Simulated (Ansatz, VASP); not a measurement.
# One calculation of NbP, two programs

File INCAR:

```
SYSTEM = NbP
PREC     = Accurate       ! precision mode
ENCUT    = 520            ! plane-wave cutoff, eV
EDIFF    = 1E-6           ! SCF threshold, eV
ISMEAR   = 0              ! smearing method
SIGMA    = 0.15           ! smearing width, eV
LREAL    = .FALSE.        ! projectors in reciprocal space
LASPH    = .TRUE.         ! aspherical terms in the spheres
NELM     = 100            ! most SCF steps
ALGO     = Fast           ! electronic algorithm
ISIF     = 2              ! what is computed and relaxed
LWAVE    = .FALSE.        ! write WAVECAR
LCHARG   = .FALSE.        ! write CHGCAR
GGA      = PE             ! functional
NBANDS   = 46             ! bands
```

File KPOINTS:

```
Automatic mesh
0
G
  14 14 4
  0 0 0
```

The input POSCAR:

```
NbP
1.0
   -3.3470468442      0.0000000000      0.0000000000
    0.0000000000     -3.3470468442      0.0000000000
   -0.6694093688      0.0000000000     11.4279644792
Nb P
4 4
Direct
   -0.1167469365      0.0000000000      0.5837346827
    0.4832530635      0.5000000000      0.0837346827
    0.4332530635      0.0000000000      0.3337346827
   -0.1667469365      0.5000000000      0.8337346827
    0.3667412215      0.5000000000      0.6662938923
    0.9667412215      0.0000000000      0.1662938923
    0.9167412215      0.5000000000      0.4162938923
    0.3167412215      0.0000000000      0.9162938923
```

Input for Ansatz:

```yaml
crystal:
  lattice:
    - [-3.3470468442, 0.0, 0.0]
    - [0.0, -3.3470468442, 0.0]
    - [-0.6694093688, 0.0, 11.4279644792]
  atoms:
    - { symbol: Nb, position: [-0.1167469365, 0.0, 0.5837346827] }
    - { symbol: Nb, position: [0.4832530635, 0.5, 0.0837346827] }
    - { symbol: Nb, position: [0.4332530635, 0.0, 0.3337346827] }
    - { symbol: Nb, position: [-0.1667469365, 0.5, 0.8337346827] }
    - { symbol: P, position: [0.3667412215, 0.5, 0.6662938923] }
    - { symbol: P, position: [0.9667412215, 0.0, 0.1662938923] }
    - { symbol: P, position: [0.9167412215, 0.5, 0.4162938923] }
    - { symbol: P, position: [0.3167412215, 0.0, 0.9162938923] }
basis:
  ecutwfc: 420
kpoints:
  mp_grid: { grid: [14, 14, 4] }
hamiltonian:
  xc: pbe
scf:
  occupations: { method: gaussian, width: 0.15 }
output:
  forces: true
  stress: true
  eigenvalues: true
```

Alike in both runs: task single point; functional PBE; k mesh 14 × 14 × 4; occupations gaussian, width 0.15 eV; no spin polarisation.

|  | VASP | Ansatz |
| --- | --- | --- |
| version | VASP 6.6.1 | Ansatz 0.2.0 |
| potentials or method | VASP PAW PBE potentials, release 64 (Nb_sv, P), cutoff 520 eV | scalar-relativistic, plane waves, PAW |
| valence electrons in the cell | 72 | 72 |

|  | VASP | Ansatz | Ansatz less VASP |
| --- | --- | --- | --- |
| gap on the k mesh at the Fermi level (eV) | none | none | - |
| pressure (GPa) | -0.2 | -0.1 | +0.08 |
| traceless stress, the component that is largest in VASP (GPa) | 3.73 | 3.72 | -0.015 |
| rms of the force components (eV/Å) | 0.326 | 0.325 | -0.0009 |

Atom by atom the forces differ by 0.002 eV/Å (rms over components). A gap of «none» marks a metal or a gap that the smearing closes.
